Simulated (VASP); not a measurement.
Write the native input for VASP 6.6.1 that does the following.

```yaml
Task: dielectric tensor
Functional: PBE
Potentials_or_basis: VASP PAW PBE potentials, release 64 (Ca_sv, Se)
Cutoff: 520 eV
k_mesh: 6 × 6 × 6
Occupations: gaussian, width 0.01 eV
Spin: no spin polarisation
Dipole_correction: no
Further_INCAR_settings: ALGO = Normal; EDIFF = 1e-08
```

The structure of CaSe lies in POSCAR:

```
CaSe
1.0
    3.6347849047      0.0000000000      0.0000000000
    0.0000000000      3.6347849047      0.0000000000
    0.0000000000      0.0000000000      3.6347849047
Ca Se
1 1
Direct
    0.0000000000      0.0000000000      0.0000000000
    0.5000000000      0.5000000000      0.5000000000
```

One way to write it, as run:

INCAR

```
  PREC = Accurate
  ENCUT = 520
  EDIFF = 1E-8
  ISMEAR = 0
  SIGMA = 0.01
  LREAL = F
  LASPH = T
  NELM = 80
  ALGO = Normal
  ISIF = 2
  LWAVE = F
  LCHARG = F
  GGA = PE
  LEPSILON = T
```

KPOINTS

```
Automatic mesh
0
Gamma
  6 6 6
```

Potentials or basis: VASP PAW PBE potentials, release 64 (Ca_sv, Se).

Launch:

```console
$ cat potpaw_PBE.64/Ca_sv/POTCAR potpaw_PBE.64/Se/POTCAR > POTCAR
$ mpirun -np 1 vasp_std > vasp.out
```

Results of the run:

| Quantity | Value |
| --- | --- |
| Band gap on the k mesh | 0.76 eV |
| Electronic dielectric tensor (diagonal) | 8.57 |
| Born charges (mean of the diagonal) | Ca +3.02; Se -3.02 e |

Caveat: the structure was generated, so it needn't be the stable form of CaSe; semilocal functionals underestimate gaps, and a narrow one can read as zero.

It took 8.9 min on 1 thread of Oxide Virtual Turin-like Processor, on a shared host, peak memory 0.18 GiB.
